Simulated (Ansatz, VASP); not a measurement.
## Two plane-wave programs on MgCuGe

```xyz
6
Lattice="4.0053 0.0000 0.0000 0.0000 4.0053 0.0000 0.0000 0.0000 6.3948" Properties=species:S:1:pos:R:3 pbc="T T T"
Mg    0.0000    0.0000    0.0000
Mg    2.0027    2.0027    0.0000
Cu    0.0000    2.0027    1.9059
Cu    2.0027    0.0000    4.4888
Ge    0.0000    2.0027    4.3355
Ge    2.0027    0.0000    2.0592
```

Alike in both runs: task single point; functional RPBE; k mesh 6 × 6 × 4; occupations fermi-dirac, width 0.15 eV; no spin polarisation.

|  | VASP | Ansatz |
| --- | --- | --- |
| version | VASP 6.6.1 | Ansatz 0.2.0 |
| potentials or method | VASP PAW PBE potentials, release 64 (Mg, Cu, Ge_d) | plane waves, PAW |
| plane-wave cutoff (eV) | 520 | 420 |
| valence electrons in the cell | 54 | 86 |

Ansatz gave:

| Property | Result |
| --- | --- |
| pressure (GPa) | 3.0 |
| traceless stress, the component that is largest in VASP (GPa) | -0.09 |
| rms of the force components (eV/Å) | 0.033 |

Q: Estimate VASP's values.

A: Pressure (GPa): 3.0; traceless stress, the component that is largest in VASP (GPa): -0.07; rms of the force components (eV/Å): 0.019.

VASP's potentials were made for PBE, not for RPBE. Atom by atom the forces differ by 0.014 eV/Å (rms over components). VASP's potentials hold 54 valence electrons a cell and Ansatz's 86, so a difference there can come from the potentials and not from the codes.
